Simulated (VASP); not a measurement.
The system is Ru.

```
Ru
1.0
     2.70580    0.00000    0.00000
    -1.35290    2.34329    0.00000
     0.00000    0.00000    4.28190
Ru
2
Direct
  0.66667 0.33333 0.75000
  0.33333 0.66667 0.25000
```

* Program: VASP 6.6.1
* Task: relaxation of cell and atoms
* Functional: PBEsol
* Dispersion: D4
* Potentials or basis: VASP PAW PBE potentials, release 64 (Ru_pv)
* Cutoff: 600 eV
* k mesh: 11 × 11 × 6
* Occupations: fermi-dirac, width 0.05 eV
* Spin: no spin polarisation

At the start: pressure -9.6 GPa; volume 13.57 Å³/atom.

Question: How do energy, volume and symmetry change on relaxing?

Answer: Over 4 steps the energy falls by 11.8 meV/atom and the volume is 13.19 Å³/atom (-2.8 %); space group P6_3/mmc (No. 194, to 0.05 Å).

The path:
```
step  energy change (eV)  largest force (eV/Å)  pressure (GPa)  volume (Å³)
   1              0.0000                0.0000           -9.61        27.15
   2              0.2476                0.0000           41.02        24.07
   3             -0.0236                0.0000           -0.40        26.41
   4             -0.0236                0.0000           -0.05        26.39
```

Final structure:
```xyz
2
Lattice="2.6807 0.0000 0.0000 -1.3404 2.3216 0.0000 0.0000 0.0000 4.2401" Properties=species:S:1:pos:R:3 pbc="T T T"
Ru    1.3404    0.7739    3.1801
Ru    0.0000    1.5477    1.0600
```

Caveat: the PAW data sets were made with another functional, which shifts forces and pressure a little; pairwise dispersion overbinds metals, which lowers pressure and volume.
